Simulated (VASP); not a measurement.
Here is a VASP 6.6.1 calculation.

Contents of INCAR:

```
SYSTEM = As
PREC = Accurate
ENCUT = 510
EDIFF = 1E-6
ISMEAR = -1
SIGMA = 0.05
LREAL = .FALSE.
LASPH = .TRUE.
NELM = 120
ALGO = Normal
ISIF = 2
LWAVE = .FALSE.
LCHARG = .TRUE.
GGA = PS
LELF = .TRUE.
LVHAR = .TRUE.
NBANDS = 22
GGA_COMPAT = .FALSE.
```

The input KPOINTS:

```
regular mesh
0
G
  9 9 9
  0 0 0
```

File POSCAR:

```
As
1.0
    1.8919324446      1.0923077061      3.3659656870
   -1.8919324446      1.0923077061      3.3659656870
    0.0000000000     -2.1846154123      3.3659656870
As
2
Direct
    0.2300109909      0.2300109909      0.2300109909
    0.7699890091      0.7699890091      0.7699890091
```

Potentials or basis: VASP PAW PBE potentials, release 64 (As_d).

The run is started by

```console
$ cat potpaw_PBE.64/As_d/POTCAR > POTCAR
$ mpirun -np 1 vasp_std > vasp.out
```

Q: What does it give for the largest force?

A: 0.009 eV/Å.

Q: Predict the pressure.

A: 0.3 GPa.

Forces in eV/Å, atoms in the order of the input:
```
As   0.000  0.000  0.009
As   0.000  0.000 -0.009
```

Caveat: the PAW data sets were made with another functional, which shifts forces and pressure a little.
